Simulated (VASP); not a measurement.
# Se (P3_121) in VASP: a series of runs

Runs on Se. Level: PBE. Tasks: single point, relaxation of volume and atoms at fixed shape.

All numbers are computed with VASP 6.6.1; they aren't measurements. Logs are shortened: lines on timing, memory, paths and dates and some standing lists are left out, and cuts for length are marked.

## (1) The cell of the first run

Symmetry: P3_121, No. 152, trigonal system. Conventional cell: a = 4.476 Å, b = 4.476 Å, c = 5.078 Å, α = 90.00°, β = 90.00°, γ = 120.00°. Within 3.2 Å of Se (site symmetry 2) lie 2 Se at 2.41 Å.

## (2) Single point, PBE

File INCAR:

```
SYSTEM = Se
PREC = Accurate
ENCUT = 500
EDIFF = 1E-6
ISMEAR = -1
SIGMA = 0.02
LREAL = .FALSE.
LASPH = .TRUE.
NELM = 120
ALGO = Normal
ISIF = 2
LWAVE = .FALSE.
LCHARG = .FALSE.
GGA = PE
NBANDS = 16
GGA_COMPAT = .FALSE.
```

File KPOINTS:

```
regular mesh
0
G
  11 11 8
  0 0 0
```

File POSCAR:

```
Se
1.0
    4.4760551300      0.0000000000      0.0000000000
   -2.2380275650      3.8763774514      0.0000000000
    0.0000000000      0.0000000000      5.0782344002
Se
3
Direct
    0.2204158527      0.0000000000      0.3333333333
    0.0000000000      0.2204158527      0.6666666667
    0.7795841473      0.7795841473      0.0000000000
```

Potentials or basis: VASP PAW PBE potentials, release 64 (Se).

Launch:

```sh
$ cat potpaw_PBE.64/Se/POTCAR > POTCAR
$ mpirun -np 1 vasp_std > vasp.out
```

OUTCAR:

```text
SYSTEM = Se
   PREC = Accurate
   ENCUT = 500
   EDIFF = 1E-6
   ISMEAR = -1
   LREAL = .FALSE.
   LASPH = .TRUE.
   NELM = 120
   ISIF = 2
   GGA = PE

 ion  position               nearest neighbor table
   1  0.220  0.000  0.333-   3 2.41   2 2.41
   2  0.000  0.220  0.667-   3 2.41   1 2.41
   3  0.780  0.780  0.000-   1 2.41   2 2.41

  LATTYP: Found a hexagonal cell.
 ALAT       =     4.4760551300
 C/A-ratio  =     1.1345334793

  Lattice vectors:

 A1 = (   4.4760551300,   0.0000000000,   0.0000000000)
 A2 = (  -2.2380275650,   3.8763774514,   0.0000000000)
 A3 = (   0.0000000000,   0.0000000000,   5.0782344002)

Analysis of symmetry for initial positions (statically):
=====================================================================
 Subroutine PRICEL returns:
 Original cell was already a primitive cell.

 Routine SETGRP: Setting up the symmetry group for a
 hexagonal supercell.

 Subroutine GETGRP returns: Found  6 space group operations
 (whereof  2 operations were pure point group operations)
 out of a pool of 24 trial point group operations.

The static configuration has the point symmetry C_2 .
 The point group associated with its full space group is D_3 .

Analysis of symmetry for dynamics (positions and initial velocities):
=====================================================================
 Subroutine PRICEL returns:
 Original cell was already a primitive cell.

 Routine SETGRP: Setting up the symmetry group for a
 hexagonal supercell.

 Subroutine GETGRP returns: Found  6 space group operations
 (whereof  2 operations were pure point group operations)
 out of a pool of 24 trial point group operations.

The dynamic configuration has the point symmetry C_2 .
 The point group associated with its full space group is D_3 .

 Subroutine INISYM returns: Found  6 space group operations
 (whereof  2 operations are pure point group operations),
 and found     1 'primitive' translations

----------------------------------------------------------------------------------------

                                     Primitive cell

  volume of cell :      88.1118

  direct lattice vectors                    reciprocal lattice vectors
     4.476055130  0.000000000  0.000000000     0.223411011  0.128986407  0.000000000
    -2.238027565  3.876377451  0.000000000     0.000000000  0.257972814  0.000000000
     0.000000000  0.000000000  5.078234400     0.000000000  0.000000000  0.196918835

  length of vectors
     4.476055130  4.476055130  5.078234400     0.257972814  0.257972814  0.196918835

  position of ions in fractional coordinates (direct lattice)
     0.220415853  0.000000000  0.333333333
     0.000000000  0.220415853  0.666666667
     0.779584147  0.779584147  0.000000000

  ion indices of the primitive-cell ions
   primitive index   ion index
                 1           1
                 2           2
                 3           3

----------------------------------------------------------------------------------------

 KPOINTS: regular mesh

Automatic generation of k-mesh.
 Grid dimensions read from file:
 generate k-points for:   11   11    8

 Generating k-lattice:

  Cartesian coordinates                     Fractional coordinates (reciprocal lattice)
     0.020310092  0.011726037  0.000000000     0.090909091  0.000000000  0.000000000
     0.000000000  0.023452074  0.000000000     0.000000000  0.090909091  0.000000000
     0.000000000  0.000000000  0.024614854     0.000000000  0.000000000  0.125000000

  Length of vectors
     0.023452074  0.023452074  0.024614854

  Shift w.r.t. Gamma in fractional coordinates (k-lattice)
     0.000000000  0.000000000  0.000000000

 Subroutine IBZKPT returns following result:
 ===========================================

 Found    110 irreducible k-points:

 Following reciprocal coordinates:
            Coordinates               Weight
  0.000000  0.000000  0.000000      1.000000
  0.090909  0.000000  0.000000      6.000000
  0.181818  0.000000  0.000000      6.000000
  0.272727  0.000000  0.000000      6.000000
  0.363636  0.000000  0.000000      6.000000
  0.454545  0.000000  0.000000      6.000000
[... 16 lines left out ...]
  0.000000  0.272727  0.125000      6.000000
  0.363636  0.000000  0.125000      6.000000
 [... further k-points ...]
   k-points           NKPTS =    110   k-points in BZ     NKDIM =    110   number of bands    NBANDS=     16
   number of dos      NEDOS =    301   number of ions     NIONS =      3
   total plane-waves  NPLWV =  51840
   dimension x,y,z NGX =    36 NGY =   36 NGZ =   40
   dimension x,y,z NGXF=    72 NGYF=   72 NGZF=   80
   ions per type =               3
   NGX,Y,Z   is equivalent  to a cutoff of  13.37, 13.37, 13.09 a.u.
   NGXF,Y,Z  is equivalent  to a cutoff of  26.74, 26.74, 26.19 a.u.
 SYSTEM =  Se
   PREC   = accura    normal or accurate (medium, high low for compatibility)
   ISTART =      0    job   : 0-new  1-cont  2-samecut
   ICHARG =      2    charge: 1-file 2-atom 10-const
   ISPIN  =      1    spin polarized calculation?
   LNONCOLLINEAR =      F non collinear calculations
   LSORBIT =      F    spin-orbit coupling
   LASPH  =      T    aspherical Exc in radial PAW
   ENCUT  =  500.0 eV  36.75 Ry    6.06 a.u.   8.16  8.16  9.26*2*pi/ulx,y,z
   NELM   =    120;   NELMIN=  2; NELMDL= -5     # of ELM steps
   EDIFF  = 0.1E-05   stopping-criterion for ELM
   LREAL  =      F    real-space projection
   EDIFFG = 0.1E-04   stopping-criterion for IOM
   NSW    =      0    number of steps for IOM
   IBRION =     -1    ionic relax: 0-MD 1-quasi-New 2-CG
   NFREE  =      0    steps in history (QN), initial steepest desc. (CG)
   ISIF   =      2    stress and relaxation
   ISYM   =      2    0-nonsym 1-usesym 2-fastsym
   POTIM  = 0.5000    time-step for ionic-motion
   TEBEG  =    0.0;   TEEND  =   0.0 temperature during run
   PSTRESS=    0.0 pullay stress
   NELECT =      18.0000    total number of electrons
   NUPDOWN=      -1.0000    fix difference up-down
   EMIN   =  10.00;   EMAX   =-10.00  energy-range for DOS
   EFERMI =   0.00;   METHOD = LEGACY
   ISMEAR =    -1;   SIGMA  =   0.02  broadening in eV -4-tet -1-fermi 0-gaus
   EFERMI_NEDOS =   21; number of points for ismear=-14 and -15
   IALGO  =     38    algorithm
   IMIX   =      4    mixing-type and parameters
     AMIX     =   0.40;   BMIX     =  1.00
     AMIX_MAG =   1.60;   BMIX_MAG =  1.00
  volume/ion in A,a.u.               =      29.37       198.20
  Fermi-wavevector in a.u.,A,eV,Ry     =   0.964171  1.822020 12.648337  0.929627
  Thomas-Fermi vector in A             =   2.093780
   LORBIT       =      0    0 simple, 1 ext, 2 COOP (PROOUT), +10 PAW based schemes
   GGA     = PE    functional components
   LHFCALC =     F    Hartree Fock is set to
   AEXX    =    0.0000 exact exchange contribution
   IVDW    =     0    specifies the selected vdW correction
   LEPSILON=     F    determine dielectric tensor
   LRPA    =     F    only Hartree local field effects (RPA)
 non-spin polarized calculation
  energy-cutoff  :      500.00
  volume of cell :       88.11
 maximum number of plane-waves:      2257
 NGX is ok and might be reduce to    36
   NGX = 17   NGY = 17   NGZ = 19

 number of electron      17.9999999 magnetization

 Free energy of the ion-electron system (eV)
  ---------------------------------------------------
  ext. energy  EPLUGINS =         0.00000000
  ---------------------------------------------------
  free energy    TOTEN  =       -10.51000897 eV

  energy without entropy =      -10.51000897  energy(sigma->0) =      -10.51000897

 E-fermi :   2.3218     XC(G=0):  -8.5007

 val. band max:        1.9417975170   @ k =   0.4545   0.0909   0.5000
 cond. band min:       2.9489477844   @ k =   0.3636   0.2727   0.5000
 fundamental gap:      1.0071502674
 Fermi energy:         2.3218165668

 k-point     1 :       0.0000    0.0000    0.0000
  band No.  band energies     occupation
      1     -13.4402      2.00000
      2      -9.6342      2.00000
      3      -9.6342      2.00000
      4      -1.7477      2.00000
      5      -1.7477      2.00000
      6      -1.4638      2.00000
[... 8 lines left out ...]
     15       8.5695      0.00000
     16      10.3892      0.00000

 k-point     2 :       0.0909    0.0000    0.0000
  band No.  band energies     occupation
      1     -13.4133      2.00000
      2      -9.6583      2.00000
      3      -9.6322      2.00000
      4      -1.9674      2.00000
      5      -1.8390      2.00000
      6      -1.3852      2.00000
[... 8 lines left out ...]
     15       8.7719      0.00000
     16      10.3504      0.00000

 k-point     3 :       0.1818    0.0000    0.0000
  band No.  band energies     occupation
      1     -13.3383      2.00000
      2      -9.7282      2.00000
      3      -9.6266      2.00000
      4      -2.3182      2.00000
      5      -2.0285      2.00000
      6      -1.3408      2.00000
[... 8 lines left out ...]
     15       9.3427      0.00000
     16      10.4124      0.00000

 k-point     4 :       0.2727    0.0000    0.0000
  band No.  band energies     occupation
      1     -13.2332      2.00000
      2      -9.8322      2.00000
      3      -9.6191      2.00000
      4      -2.6015      2.00000
      5      -2.2198      2.00000
      6      -1.3360      2.00000
[... 8 lines left out ...]
     15      10.0430      0.00000
     16      10.8601      0.00000

 k-point     5 :       0.3636    0.0000    0.0000
  band No.  band energies     occupation
      1     -13.1281      2.00000
      2      -9.9415      2.00000
      3      -9.6120      2.00000
      4      -2.7675      2.00000
      5      -2.3695      2.00000
      6      -1.2951      2.00000
[... 8 lines left out ...]
     15      10.7423      0.00000
     16      11.5001      0.00000

 k-point     6 :       0.4545    0.0000    0.0000
  band No.  band energies     occupation
      1     -13.0610      2.00000
      2     -10.0136      2.00000
      3      -9.6076      2.00000
      4      -2.8334      2.00000
      5      -2.4534      2.00000
      6      -1.1882      2.00000
[... 8 lines left out ...]
     15      11.4040      0.00000
     16      11.7902      0.00000

 k-point     7 :       0.0909    0.0909    0.0000
  band No.  band energies     occupation
      1     -13.3623      2.00000
      2      -9.7026      2.00000
      3      -9.6313      2.00000
      4      -2.2077      2.00000
      5      -2.0083      2.00000
      6      -1.3241      2.00000
[... 8 lines left out ...]
     15       9.1183      0.00000
     16      10.2822      0.00000

 k-point     8 :       0.1818    0.0909    0.0000
  band No.  band energies     occupation
      1     -13.2719      2.00000
      2      -9.7834      2.00000
      3      -9.6319      2.00000
      4      -2.4835      2.00000
      5      -2.2159      2.00000
      6      -1.2851      2.00000
[... 8 lines left out ...]
     15       9.6952      0.00000
     16      10.4795      0.00000

 k-point     9 :       0.2727    0.0909    0.0000
  band No.  band energies     occupation
      1     -13.1657      2.00000
      2      -9.8847      2.00000
      3      -9.6327      2.00000
      4      -2.6891      2.00000
      5      -2.3723      2.00000
      6      -1.2615      2.00000
[... 8 lines left out ...]
     15      10.3906      0.00000
     16      11.0031      0.00000
[... 172 lines left out ...]
 k-point    19 :       0.0000    0.0909    0.1250
  band No.  band energies     occupation
      1     -13.3445      2.00000
      2     -10.3951      2.00000
      3      -8.9191      2.00000
      4      -2.0956      2.00000
      5      -1.8397      2.00000
      6      -1.2958      2.00000
[... 8 lines left out ...]
     15       8.9949      0.00000
     16      10.0530      0.00000

 k-point    20 :       0.1818    0.0000    0.1250
  band No.  band energies     occupation
      1     -13.2707      2.00000
      2     -10.3895      2.00000
      3      -9.0010      2.00000
      4      -2.3740      2.00000
      5      -1.9833      2.00000
      6      -1.2939      2.00000
[... 8 lines left out ...]
     15       9.5799      0.00000
     16       9.8309      0.00000

 k-point    21 :       0.0000    0.1818    0.1250
  band No.  band energies     occupation
      1     -13.2703      2.00000
      2     -10.3981      2.00000
      3      -8.9861      2.00000
      4      -2.2711      2.00000
      5      -2.2401      2.00000
      6      -1.2479      2.00000
[... 8 lines left out ...]
     15       9.2830      0.00000
     16      10.5306      0.00000

 k-point    22 :       0.2727    0.0000    0.1250
  band No.  band energies     occupation
      1     -13.1673      2.00000
      2     -10.3899      2.00000
      3      -9.1099      2.00000
      4      -2.6029      2.00000
      5      -2.2116      2.00000
      6      -1.2380      2.00000
[... 8 lines left out ...]
     15      10.0811      0.00000
     16      10.2863      0.00000

 k-point    23 :       0.0000    0.2727    0.1250
  band No.  band energies     occupation
      1     -13.1661      2.00000
      2     -10.4105      2.00000
      3      -9.0761      2.00000
      4      -2.5841      2.00000
      5      -2.4392      2.00000
      6      -1.2880      2.00000
[... 8 lines left out ...]
     15       9.9489      0.00000
     16      11.0440      0.00000

 k-point    24 :       0.3636    0.0000    0.1250
  band No.  band energies     occupation
      1     -13.0639      2.00000
      2     -10.4035      2.00000
      3      -9.2059      2.00000
      4      -2.7426      2.00000
      5      -2.4293      2.00000
      6      -1.1598      2.00000
[... 8 lines left out ...]
     15      10.5562      0.00000
     16      10.9997      0.00000

 [... further k-points ...]

------------------------ aborting loop because EDIFF is reached ----------------------------------------

  FORCE on cell =-STRESS in cart. coord.  units (eV):
  Direction    XX          YY          ZZ          XY          YZ          ZX
  --------------------------------------------------------------------------------------
  -------------------------------------------------------------------------------------
  Total        0.0781953      0.0781953     -0.0720119     -0.0000000      0.0000000     -0.0000000
  in kB        1.4218610      1.4218610     -1.3094248     -0.0000000      0.0000000     -0.0000000
  external PRESSURE =       0.5114324 kB  Pullay stress =       0.0000000 kB

 VOLUME and BASIS-vectors are now :
 -----------------------------------------------------------------------------
  energy-cutoff  :      500.00
  volume of cell :       88.11
      direct lattice vectors                 reciprocal lattice vectors
     4.476055130  0.000000000  0.000000000     0.223411011  0.128986407  0.000000000
    -2.238027565  3.876377451  0.000000000     0.000000000  0.257972814  0.000000000
     0.000000000  0.000000000  5.078234400     0.000000000  0.000000000  0.196918835

 POSITION                                       TOTAL-FORCE (eV/Angst)
 -----------------------------------------------------------------------------------
      0.98659      0.00000      1.69274         0.030653      0.000000      0.000000
     -0.49330      0.85442      3.38549        -0.015327      0.026547     -0.000000
      1.74473      3.02196      0.00000        -0.015327     -0.026547     -0.000000
 -----------------------------------------------------------------------------------
    total drift:                                0.000000      0.000000     -0.000000

  FREE ENERGIE OF THE ION-ELECTRON SYSTEM (eV)
  ---------------------------------------------------
  free  energy   TOTEN  =       -10.5100089720 eV

  energy  without entropy=      -10.5100089720  energy(sigma->0) =      -10.51000897
```

Wall time 59 s (1 thread of AMD EPYC 9R45 (Zen 5), shared host); peak memory 0.25 GiB.

What came out:

| Item | Value |
| --- | --- |
| Free energy | -10.5100 eV |
| Pressure | 0.1 GPa |
| Largest force | 0.031 eV/Å |
| Band gap on the k mesh | 1.01 eV (least direct gap 1.10 eV) |

Forces on the atoms (eV/Å):
```
Se   0.031  0.000  0.000
Se  -0.015  0.027  0.000
Se  -0.015 -0.027  0.000
```

## (3) Relaxation of volume and atoms at fixed shape, PBE

This run uses another cell than the first one, of 27.26 Å³/atom.

File INCAR:

```
SYSTEM = Se
ALGO = Normal ; EDIFF = 1E-7
EDIFFG = -0.02 ; ENCUT = 500
GGA = PE ; GGA_COMPAT = .FALSE.
IBRION = 2 ; ISIF = 8
ISMEAR = -1 ; LASPH = .TRUE.
LCHARG = .FALSE. ; LREAL = .FALSE.
LWAVE = .FALSE. ; NELM = 120
NELMIN = 4 ; NSW = 50
PREC = Accurate ; SIGMA = 0.02
```

File KPOINTS:

```
k-points
0
G
  11 11 8
  0 0 0
```

File POSCAR:

```
Se
1.0
    4.3662000000      0.0000000000      0.0000000000
   -2.1831000000      3.7812400000      0.0000000000
    0.0000000000      0.0000000000      4.9536000000
Se
3
Direct
    0.2254000000      0.0000000000      0.3333333333
    0.0000000000      0.2254000000      0.6666666667
    0.7746000000      0.7746000000      0.0000000000
```

Potentials or basis: VASP PAW PBE potentials, release 64 (Se).

Launch:

```sh
$ cat potpaw_PBE.64/Se/POTCAR > POTCAR
$ mpirun -np 1 vasp_std > vasp.out
```

Wall time 3.3 min (1 thread of AMD EPYC 9R45 (Zen 5), shared host); peak memory 0.22 GiB.

It converged, with:

| Property | Result |
| --- | --- |
| Free energy | -10.5097 eV |
| Relaxed volume | 29.22 Å³/atom |
| Relaxed cell | a = 4.469 Å, b = 4.469 Å, c = 5.070 Å, α = 90.00°, β = 90.00°, γ = 120.00° |
| Space group after relaxing (to 0.1 Å) | P3_121 (No. 152) |
| Energy gained by relaxing | 13.3 meV/atom |
| Ionic steps | 8 |
| Pressure after relaxing | 0.1 GPa |
| Largest force after relaxing | 0.015 eV/Å |
| Band gap on the k mesh | 1.02 eV (least direct gap 1.11 eV) |

Forces in eV/Å, atoms in the order of the input:
```
Se   0.015  0.000  0.000
Se  -0.007  0.013  0.000
Se  -0.007 -0.013  0.000
```

Stress tensor (GPa, compression positive):
```
 0.13  0.00  0.00
 0.00  0.13  0.00
 0.00  0.00 -0.04
```

Step by step:
```csv
step,energy change (eV),largest force (eV/Å),pressure (GPa),volume (Å³)
1,0.0000,0.4334,2.91,81.78
2,-0.0080,0.5153,-1.90,87.78
3,-0.0339,0.1040,0.16,84.88
4,-0.0339,0.0942,0.21,84.82
5,-0.0354,0.0806,0.18,85.22
6,-0.0387,0.0368,0.11,86.43
7,-0.0388,0.0667,0.04,88.89
8,-0.0398,0.0147,0.07,87.67
```

Final structure:
```cif
data_structure
_symmetry_space_group_name_H-M 'P 1'
_symmetry_Int_Tables_number 1
_cell_length_a 4.4685
_cell_length_b 4.4685
_cell_length_c 5.0697
_cell_angle_alpha 90.000
_cell_angle_beta 90.000
_cell_angle_gamma 120.000
_cell_volume 87.67
loop_
_atom_site_label
_atom_site_type_symbol
_atom_site_fract_x
_atom_site_fract_y
_atom_site_fract_z
_atom_site_occupancy
Se1 Se 0.22136 0.00000 0.33333 1
Se2 Se 0.00000 0.22136 0.66667 1
Se3 Se 0.77864 0.77864 0.00000 1
```

Levels at points of the mesh, in eV from the valence-band top:
```
           k point  band 5  band 6  band 7  band 8  band 9  band 10  band 11  band 12  band 13
(0.00, 0.00, 0.00)   -3.69   -3.43   -1.83   -1.83   -0.31     1.87     1.87     2.28     5.97
(0.00, 0.00, 0.50)   -3.18   -3.18   -1.33   -1.33   -1.00     1.30     1.35     1.35     6.44
```
